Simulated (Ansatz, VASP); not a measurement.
## MnS in VASP and in Ansatz

Contents of INCAR:

```
  PREC = Accurate
  ENCUT = 680
  EDIFF = 1E-6
  ISMEAR = -1
  SIGMA = 0.05
  LREAL = F
  LASPH = T
  NELM = 200
  ALGO = Normal
  ISIF = 2
  LWAVE = F
  LCHARG = F
  ISPIN = 2
  MAGMOM = 2 0
  LORBIT = 11
  NUPDOWN = 2.0
  LMAXMIX = 4
  GGA = PE
  NBANDS = 22
  GGA_COMPAT = F
```

Contents of KPOINTS:

```
Automatic mesh
0
Gamma
  7 7 7
```

The input POSCAR:

```
MnS
1.0
    0.0000000000      2.6045000000      2.6045000000
    2.6045000000      0.0000000000      2.6045000000
    2.6045000000      2.6045000000      0.0000000000
Mn S
1 1
Direct
    0.0000000000      0.0000000000      0.0000000000
    0.5000000000      0.5000000000      0.5000000000
```

The input input.yaml:

```yaml
crystal:
  lattice:
    - [0.0, 2.6045, 2.6045]
    - [2.6045, 0.0, 2.6045]
    - [2.6045, 2.6045, 0.0]
  atoms:
    - { symbol: Mn, position: [0.0, 0.0, 0.0], spin: 2.0 }
    - { symbol: S, position: [0.5, 0.5, 0.5] }
hamiltonian:
  xc: pbe
  pseudopotentials: { kind: paw }
magnetization:
  spin_polarized: true
  initial_magnetization: 2.0
  spin_locking: { lock_magnetization: hard }
kpoints:
  mp_grid: { grid: [7, 7, 7] }
scf:
  occupations: { method: fermi_dirac, width: 0.05 }
  lower_state_search: "off"
output:
  forces: true
  stress: true
  eigenvalues: true
```

Alike in both runs: task single point; functional PBE; k mesh 7 × 7 × 7; occupations fermi-dirac, width 0.05 eV; collinear spin; fixed moment 2 μB.

|  | VASP | Ansatz |
| --- | --- | --- |
| version | VASP 6.6.1 | Ansatz 0.2.0 |
| potentials or method | VASP PAW PBE potentials, release 64 (Mn_sv, S) | Ansatz PAW |
| plane-wave cutoff (eV) | 680 | 420 |
| valence electrons in the cell | 21 | 21 |

```tsv
	VASP	Ansatz	Ansatz less VASP
pressure (GPa)	-19.8	-19.5	+0.26
net moment per atom (μB)	1.00	1.00	0.000
size of the moment on the site where the two differ most (μB)	1.94	2.01	+0.070
```

Site moments also hang on the region over which each program counts them.
